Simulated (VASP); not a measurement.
Wanted: the native input for a VASP 6.6.1 run.

| Quantity | Value |
| --- | --- |
| Task | single point |
| Functional | PBEsol |
| Potentials or basis | VASP PAW PBE potentials, release 64 (Hf_pv, B) |
| Cutoff | 520 eV |
| k mesh | 18 × 18 × 18 |
| Occupations | gaussian, width 0.15 eV |
| Spin | no spin polarisation |
| Dipole correction | no |
| Further INCAR settings | ALGO = Normal; EDIFF = 1e-06; NBANDS = 14 |

The structure of HfB lies in POSCAR:

```
HfB
1.0
    0.0000000000      2.2869000000      2.2869000000
    2.3100000000     -0.0231000000      2.3100000000
    2.3100000000      2.3100000000     -0.0231000000
Hf B
1 1
Direct
    0.5000000000      0.5000000000      0.5000000000
    0.0000000000      0.0000000000      0.0000000000
```

This cell differs from its parent crystal: strain -0.0200 x Voigt [0, 0, 0, 1, 0, 0].

These files were run (other wordings do the same):

INCAR

```
PREC = Accurate
ENCUT = 520
EDIFF = 1E-6
ISMEAR = 0
SIGMA = 0.15
LREAL = False
LASPH = True
NELM = 100
ALGO = Normal
ISIF = 2
LWAVE = False
LCHARG = False
GGA = PS
NBANDS = 14
```

KPOINTS

```
Automatic mesh
0
Gamma
  18 18 18
```

Potentials or basis: VASP PAW PBE potentials, release 64 (Hf_pv, B).

Launch:

```sh
$ cat potpaw_PBE.64/Hf_pv/POTCAR potpaw_PBE.64/B/POTCAR > POTCAR
$ mpirun -np 1 vasp_std > vasp.out
```

It gave:

```json
{
 "Pressure": "24.6 GPa",
 "Band gap on the k mesh": "zero (an odd number of electrons rules out a gap without spin polarisation)"
}
```

Caveat: the cell differs from its parent crystal (strain -0.0200 x Voigt [0, 0, 0, 1, 0, 0]); the cell stands under pressure; the PAW data sets were made with another functional, which shifts forces and pressure a little; spin-orbit coupling is left out, which moves the levels of the heavy elements.

Run time: 3.5 min on 1 thread of Intel Xeon 8259CL, with other jobs on the host, peak memory 0.4 GiB.
